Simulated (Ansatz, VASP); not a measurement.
# CaO in VASP and in Ansatz

```
CELL_PARAMETERS angstrom
0.00000 2.40052 2.40052
2.40052 0.00000 2.40052
2.40052 2.40052 0.00000
ATOMIC_POSITIONS crystal
Ca 0.00000 0.00000 0.00000
O 0.50000 0.50000 0.50000
```

Alike in both runs: task single point; functional PBE; k mesh 6 × 6 × 6; no spin polarisation.

```csv
,VASP,Ansatz
version,VASP 6.6.1,Ansatz 0.2.0
potentials or method,"VASP PAW PBE potentials, release 64 (Ca_sv, O), cutoff 600 eV",PAW plane waves
occupations,tetrahedron,tetrahedron-uncorrected
valence electrons in the cell,16,16
```

Ansatz gave:

| Item | Value |
| --- | --- |
| gap on the k mesh at the Fermi level (eV) | 3.65 |
| pressure (GPa) | 2.0 |

Task: Estimate VASP's values.

Result: gap on the k mesh at the Fermi level (eV): 3.63; pressure (GPa): 2.5.

Ansatz's warnings: band table not solved further.
